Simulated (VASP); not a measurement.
# Be (I4/mmm) in VASP: density of states with PBE+D3(BJ)

Aim: the density of states of Be with PBE+D3(BJ).

All numbers are computed with VASP 6.6.1; they aren't measurements. Logs are shortened: lines on timing, memory, paths and dates and some standing lists are left out, and cuts for length are marked.

**1. The cell of the first run**

The structure is tetragonal, space group I4/mmm (No. 139). The conventional cell has a = 2.432 Å, b = 2.432 Å, c = 2.482 Å, α = 90.00°, β = 90.00°, γ = 90.00°. Within 2.8 Å of Be (site symmetry 4/mmm) lie 14 Be at 2.12 to 2.48 Å.

**2. Density of states, PBE+D3(BJ)**

Contents of POSCAR:

```
Be
1.0
    2.4820439405      0.0000000000      0.0000000000
    0.0000000000      3.4393090191      0.0000000000
    0.0000000000      0.0000000000      3.4393093659
Be
4
Direct
    0.7499961184      0.7500001398      0.7499999949
    0.2500038816      0.2499998602      0.7499999949
    0.2499961184      0.7499998602      0.2500000051
    0.7500038816      0.2500001398      0.2500000051
```

Contents of INCAR.step1:

```
ALGO = Normal ; EDIFF = 1E-7
ENCUT = 520 ; GGA = PE
ISIF = 2 ; ISMEAR = 0
IVDW = 12 ; LASPH = True
LCHARG = True ; LREAL = False
LWAVE = False ; NBANDS = 12
NELM = 100 ; PREC = Accurate
SIGMA = 0.1
```

Contents of KPOINTS.step1:

```
k-points
0
Gamma
  16 12 12
```

Contents of INCAR.step2:

```
ALGO = Normal ; EDIFF = 1E-7
ENCUT = 520 ; GGA = PE
ICHARG = 11 ; ISIF = 2
ISMEAR = -5 ; IVDW = 12
LASPH = True ; LCHARG = False
LORBIT = 10 ; LREAL = False
LWAVE = False ; NBANDS = 12
NEDOS = 1001 ; NELM = 100
PREC = Accurate ; SIGMA = 0.1
```

Contents of KPOINTS.step2:

```
k-points
0
Gamma
  24 18 18
```

Potentials or basis: VASP PAW PBE potentials, release 64 (Be).

Run with:

```bash
$ cat potpaw_PBE.64/Be/POTCAR > POTCAR
$ cp INCAR.step1 INCAR
$ cp KPOINTS.step1 KPOINTS
$ mpirun -np 1 vasp_std > vasp.out
$ cp INCAR.step2 INCAR
$ cp KPOINTS.step2 KPOINTS
$ mpirun -np 1 vasp_std > vasp.out
```

OUTCAR:

```text
EDIFF = 1E-7
   ENCUT = 520
   GGA = PE
   ICHARG = 11
   ISIF = 2
   ISMEAR = -5
   IVDW = 12
   LASPH = True
   LORBIT = 10
   LREAL = False
   NELM = 100
   PREC = Accurate
 IVDW          = 12

 ion  position               nearest neighbor table
   1  0.750  0.750  0.750-   2 2.12   2 2.12   3 2.12   3 2.12   3 2.12   3 2.12   2 2.12   2 2.12

   2  0.250  0.250  0.750-   1 2.12   1 2.12   4 2.12   4 2.12   4 2.12   4 2.12   1 2.12   1 2.12

   3  0.250  0.750  0.250-   4 2.12   4 2.12   1 2.12   1 2.12   1 2.12   1 2.12   4 2.12   4 2.12

   4  0.750  0.250  0.250-   3 2.12   3 2.12   2 2.12   2 2.12   2 2.12   2 2.12   3 2.12   3 2.12

  LATTYP: Found a simple tetragonal cell.
 ALAT       =     3.4393090191
 C/A-ratio  =     0.7216693605

  Lattice vectors:

 A1 = (   0.0000000000,   3.4393090191,   0.0000000000)
 A2 = (   0.0000000000,   0.0000000000,   3.4393093659)
 A3 = (   2.4820439405,   0.0000000000,   0.0000000000)

Analysis of symmetry for initial positions (statically):
=====================================================================
 Subroutine PRICEL returns following result:

  LATTYP: Found a base centered orthorhombic cell.
 ALAT       =     2.4820439405
 B/A-ratio  =     1.3856762605
 C/A-ratio  =     1.3856761208

  Lattice vectors:

 A1 = (   1.2410219703,   0.0000000000,   1.7196546479)
 A2 = (   1.2410219703,   0.0000000000,  -1.7196547180)
 A3 = (   0.0000000000,   3.4393090191,   0.0000000000)

   2 primitive cells build up your supercell.

 Routine SETGRP: Setting up the symmetry group for a
 simple tetragonal supercell.

 Subroutine GETGRP returns: Found 16 space group operations
 (whereof  4 operations were pure point group operations)
 out of a pool of 16 trial point group operations.

The static configuration has the point symmetry     .
 The point group associated with its full space group is D_4h.

Analysis of symmetry for dynamics (positions and initial velocities):
=====================================================================
 Subroutine PRICEL returns following result:

  LATTYP: Found a base centered orthorhombic cell.
 ALAT       =     2.4820439405
 B/A-ratio  =     1.3856762605
 C/A-ratio  =     1.3856761208

  Lattice vectors:

 A1 = (   1.2410219703,   0.0000000000,   1.7196546479)
 A2 = (   1.2410219703,   0.0000000000,  -1.7196547180)
 A3 = (   0.0000000000,   3.4393090191,   0.0000000000)

   2 primitive cells build up your supercell.

 Routine SETGRP: Setting up the symmetry group for a
 simple tetragonal supercell.

 Subroutine GETGRP returns: Found 16 space group operations
 (whereof  4 operations were pure point group operations)
 out of a pool of 16 trial point group operations.

The dynamic configuration has the point symmetry D_4h.
 The point group associated with its full space group is D_4h.

 Subroutine INISYM returns: Found 16 space group operations
 (whereof  4 operations are pure point group operations),
 and found     2 'primitive' translations

----------------------------------------------------------------------------------------

                                     Primitive cell

  volume of cell :      14.6799

  direct lattice vectors                    reciprocal lattice vectors
     1.241021970  0.000000000  1.719654648     0.402893762  0.000000000  0.290756048
     1.241021970  0.000000000 -1.719654718     0.402893745  0.000000000 -0.290756048
     0.000000000  3.439309019  0.000000000     0.000000000  0.290756078  0.000000000

  length of vectors
     2.120695084  2.120695141  3.439309019     0.496852557  0.496852543  0.290756078

  position of ions in fractional coordinates (direct lattice)
     0.499996129  0.999996108  0.750000140
     0.000003882  0.500003882  0.249999860

  ion indices of the primitive-cell ions
   primitive index   ion index
                 1           1
                 2           2

----------------------------------------------------------------------------------------

 KPOINTS: k-points

Automatic generation of k-mesh.
 Grid dimensions read from file:
 generate k-points for:   24   18   18

 Generating k-lattice:

  Cartesian coordinates                     Fractional coordinates (reciprocal lattice)
     0.016787240  0.000000000  0.000000000     0.041666667  0.000000000  0.000000000
     0.000000000  0.016153115  0.000000000     0.000000000  0.055555556  0.000000000
     0.000000000  0.000000000  0.016153114     0.000000000  0.000000000  0.055555556

  Length of vectors
     0.016787240  0.016153115  0.016153114

  Shift w.r.t. Gamma in fractional coordinates (k-lattice)
     0.000000000  0.000000000  0.000000000

 TETIRR: Found  11664 inequivalent tetrahedra from    46656

 Subroutine IBZKPT returns following result:
 ===========================================

 Found    715 irreducible k-points:

 Following reciprocal coordinates:
            Coordinates               Weight
  0.000000  0.000000  0.000000      1.000000
  0.041667  0.000000  0.000000      2.000000
  0.083333  0.000000  0.000000      2.000000
  0.125000  0.000000  0.000000      2.000000
  0.166667  0.000000  0.000000      2.000000
  0.208333  0.000000  0.000000      2.000000
[... 16 lines left out ...]
  0.375000  0.055556  0.000000      8.000000
  0.416667  0.055556  0.000000      8.000000
 [... further k-points ...]
   k-points           NKPTS =    715   k-points in BZ     NKDIM =    715   number of bands    NBANDS=     12
   number of dos      NEDOS =   1001   number of ions     NIONS =      4
   total plane-waves  NPLWV =  14112
   dimension x,y,z NGX =    18 NGY =   28 NGZ =   28
   dimension x,y,z NGXF=    36 NGYF=   56 NGZF=   56
   ions per type =               4
   NGX,Y,Z   is equivalent  to a cutoff of  12.06, 13.53, 13.53 a.u.
   NGXF,Y,Z  is equivalent  to a cutoff of  24.11, 27.07, 27.07 a.u.
 SYSTEM =  unknown system
   PREC   = accura    normal or accurate (medium, high low for compatibility)
   ISTART =      0    job   : 0-new  1-cont  2-samecut
   ICHARG =     11    charge: 1-file 2-atom 10-const
   ISPIN  =      1    spin polarized calculation?
   LNONCOLLINEAR =      F non collinear calculations
   LSORBIT =      F    spin-orbit coupling
   LASPH  =      T    aspherical Exc in radial PAW
   ENCUT  =  520.0 eV  38.22 Ry    6.18 a.u.   4.61  6.39  6.39*2*pi/ulx,y,z
   NELM   =    100;   NELMIN=  2; NELMDL=  0     # of ELM steps
   EDIFF  = 0.1E-06   stopping-criterion for ELM
   LREAL  =      F    real-space projection
   EDIFFG = 0.1E-05   stopping-criterion for IOM
   NSW    =      0    number of steps for IOM
   IBRION =     -1    ionic relax: 0-MD 1-quasi-New 2-CG
   NFREE  =      0    steps in history (QN), initial steepest desc. (CG)
   ISIF   =      2    stress and relaxation
   ISYM   =      2    0-nonsym 1-usesym 2-fastsym
   POTIM  = 0.5000    time-step for ionic-motion
   TEBEG  =    0.0;   TEEND  =   0.0 temperature during run
   PSTRESS=    0.0 pullay stress
   NELECT =       8.0000    total number of electrons
   NUPDOWN=      -1.0000    fix difference up-down
   EMIN   =  10.00;   EMAX   =-10.00  energy-range for DOS
   EFERMI =   0.00;   METHOD = LEGACY
   ISMEAR =    -5;   SIGMA  =   0.10  broadening in eV -4-tet -1-fermi 0-gaus
   EFERMI_NEDOS =   21; number of points for ismear=-14 and -15
   IALGO  =     38    algorithm
   IMIX   =      4    mixing-type and parameters
     AMIX     =   0.40;   BMIX     =  1.00
     AMIX_MAG =   1.60;   BMIX_MAG =  1.00
  volume/ion in A,a.u.               =       7.34        49.53
  Fermi-wavevector in a.u.,A,eV,Ry     =   1.061339  2.005640 15.326158  1.126441
  Thomas-Fermi vector in A             =   2.196752
   LORBIT       =     10    0 simple, 1 ext, 2 COOP (PROOUT), +10 PAW based schemes
   GGA     = PE    functional components
   LHFCALC =     F    Hartree Fock is set to
   AEXX    =    0.0000 exact exchange contribution
   IVDW    =    12    specifies the selected vdW correction
   LEPSILON=     F    determine dielectric tensor
   LRPA    =     F    only Hartree local field effects (RPA)
 non-spin polarized calculation
 Fermi weights with tetrahedron method with Bloechl corrections
  energy-cutoff  :      520.00
  volume of cell :       29.36
 maximum number of plane-waves:       810

 number of electron       8.0000000 magnetization

 Free energy of the ion-electron system (eV)
  ---------------------------------------------------
  ext. energy  EPLUGINS =         0.00000000
  ---------------------------------------------------
  free energy    TOTEN  =       -14.61414356 eV

  energy without entropy =      -14.61414356  energy(sigma->0) =      -14.61414356

 E-fermi :   8.5902     XC(G=0): -10.8589

 val. band max:        9.0980000097   @ k =   0.5000   0.0000   0.0000
 cond. band min:       8.5419675101   @ k =   0.2500   0.2778   0.0000
 fundamental gap:     -0.5560324996
 Fermi energy:         8.5901903321

 k-point     1 :       0.0000    0.0000    0.0000
  band No.  band energies     occupation
      1      -4.1137      2.00000
      2       3.1577      2.00000
      3       3.1577      2.00000
      4       9.3110      0.00000
      5       9.3110      0.00000
      6      12.1788      0.00000
      7      13.0161      0.00000
      8      13.0161      0.00000
      9      18.4116      0.00000
     10      18.9574      0.00000
     11      21.1689      0.00000
     12      21.1689      0.00000
[... 331 lines left out ...]
 k-point    24 :       0.4167    0.0556    0.0000
  band No.  band energies     occupation
      1      -0.9982      2.00000
      2       2.0386      2.00000
      3       6.8647      2.00000
      4       7.3267      2.00000
      5       8.9533     -0.02218
      6       9.7381      0.00000
      7      11.2631      0.00000
      8      11.5393      0.00000
      9      16.6729      0.00000
     10      16.9038      0.00000
     11      18.7392      0.00000
     12      18.7720      0.00000

 [... further k-points ...]

------------------------ aborting loop because EDIFF is reached ----------------------------------------

 Edisp (eV)   -1.53344

 E8    (eV) :    -0.5317

  FORCE on cell =-STRESS in cart. coord.  units (eV):
  Direction    XX          YY          ZZ          XY          YZ          ZX
  --------------------------------------------------------------------------------------
  -------------------------------------------------------------------------------------
  Total      -0.10031     0.09331     0.09331    -0.00000     0.00000    -0.00000
  in kB      -5.47382     5.09219     5.09219    -0.00000     0.00000    -0.00000
  external pressure =        1.57 kB  Pullay stress =        0.00 kB

 VOLUME and BASIS-vectors are now :
 -----------------------------------------------------------------------------
  energy-cutoff  :      520.00
  volume of cell :       29.36
      direct lattice vectors                 reciprocal lattice vectors
     2.482043941  0.000000000  0.000000000     0.402893754  0.000000000  0.000000000
     0.000000000  3.439309019  0.000000000     0.000000000  0.290756078  0.000000000
     0.000000000  0.000000000  3.439309366     0.000000000  0.000000000  0.290756048

 POSITION                                       TOTAL-FORCE (eV/Angst)
 -----------------------------------------------------------------------------------
      1.86152      2.57948      2.57948         0.000093     -0.000000     -0.000000
      0.62052      0.85983      2.57948        -0.000093      0.000000      0.000000
      0.62050      2.57948      0.85983         0.000093      0.000000     -0.000000
      1.86154      0.85983      0.85983        -0.000093     -0.000000      0.000000
 -----------------------------------------------------------------------------------
    total drift:                                0.000006     -0.000010     -0.000003

  FREE ENERGIE OF THE ION-ELECTRON SYSTEM (eV)
  ---------------------------------------------------
  free  energy   TOTEN  =       -16.1475880863 eV

  energy  without entropy=      -16.1475880863  energy(sigma->0) =      -16.14758809

 total charge

# of ion       s       p       d       tot
------------------------------------------
    1        0.408   0.838   0.000   1.246
    2        0.408   0.838   0.000   1.246
    3        0.408   0.838   0.000   1.246
    4        0.408   0.838   0.000   1.246
--------------------------------------------------
tot          1.632   3.352   0.000   4.984
```

Wall time 1.8 min (1 thread of Intel Xeon Platinum 8488C (Sapphire Rapids), shared host); peak memory 0.31 GiB.

Results:

* Valence electrons inside the program's atomic spheres: Be 1.25
* Dispersion energy per atom: -0.383 eV

Levels at points of the mesh, in eV from the Fermi level:
```csv
k point,band 2,band 3,band 4,band 5,band 6,band 7
"(0.00, 0.00, 0.00)",-5.43,-5.43,0.72,0.72,3.59,4.43
"(0.50, 0.00, 0.00)",-8.23,0.51,0.51,0.51,0.51,0.67
"(0.00, 0.50, 0.00)",-10.43,-2.40,-2.40,1.67,1.67,6.53
"(0.50, 0.50, 0.00)",-6.08,-6.08,-6.08,3.49,3.49,3.49
"(0.00, 0.50, 0.50)",-8.05,-8.05,-8.05,9.44,9.44,9.44
"(0.50, 0.50, 0.50)",-5.60,-5.60,-5.60,0.46,0.46,0.46
```

Caveat: pairwise dispersion overbinds metals, which lowers pressure and volume; tetrahedron occupations give inexact forces and stress in metals.
